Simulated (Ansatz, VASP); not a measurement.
Two plane-wave programs on AlN

INCAR

```
  PREC = Accurate
  ENCUT = 520
  EDIFF = 1E-7
  ISMEAR = 0
  SIGMA = 0.05
  LREAL = False
  LASPH = True
  NELM = 60
  ALGO = Normal
  ISIF = 2
  LWAVE = False
  LCHARG = False
  NBANDS = 16
```

File KPOINTS:

```
regular mesh
0
Gamma
  9 9 6
```

Contents of POSCAR:

```
AlN
1.0
    3.0887424016      0.0000000000      0.0000000000
   -1.5443712008      2.6749293856      0.0000000000
    0.0000000000      0.0000000000      4.9437688231
Al N
2 2
Direct
    0.3286261908      0.6795268192      0.0015212672
    0.6713738092      0.3204731808      0.5015212672
    0.3375336684      0.6551911379      0.3834787328
    0.6624663316      0.3448088621      0.8834787328
```

Input for Ansatz:

```yaml
crystal:
  lattice:
    - [3.0887424016, 0.0, 0.0]
    - [-1.5443712008, 2.6749293856, 0.0]
    - [0.0, 0.0, 4.9437688231]
  atoms:
    - { symbol: Al, position: [0.3286261908, 0.6795268192, 0.0015212672] }
    - { symbol: Al, position: [0.6713738092, 0.3204731808, 0.5015212672] }
    - { symbol: "N", position: [0.3375336684, 0.6551911379, 0.3834787328] }
    - { symbol: "N", position: [0.6624663316, 0.3448088621, 0.8834787328] }
basis:
  ecutwfc: 520.0
kpoints:
  mp_grid: { grid: [9, 9, 6] }
hamiltonian:
  xc: lda
scf:
  occupations: { method: gaussian, width: 0.05 }
output:
  forces: true
  stress: true
  eigenvalues: true
```

Change from the starting cell: mode 4 frozen in at -0.034 Å and mode 5 at +0.034 Å (largest displacements).

Alike in both runs: task single point; functional LDA; k mesh 9 × 9 × 6; occupations gaussian, width 0.05 eV; no spin polarisation.

|  | VASP | Ansatz |
| --- | --- | --- |
| version | VASP 6.6.1 | Ansatz 0.2.0 |
| potentials or method | VASP PAW LDA potentials, release 64 (Al, N), cutoff 520 eV | scalar-relativistic, plane waves, PAW |
| valence electrons in the cell | 16 | 16 |

```tsv
	VASP	Ansatz	Ansatz less VASP
gap on the k mesh at the Fermi level (eV)	4.39	4.39	-0.005
least direct gap on the mesh (eV)	4.39	4.39	-0.005
pressure (GPa)	0.5	-0.1	-0.62
traceless stress, the component that is largest in VASP (GPa)	-0.12	-0.14	-0.020
rms of the force components (eV/Å)	0.123	0.123	+0.0001
```

LDA's correlation is that of Perdew and Zunger in VASP and of Perdew and Wang (1992) in Ansatz. Atom by atom the forces differ by 0.001 eV/Å (rms over components).
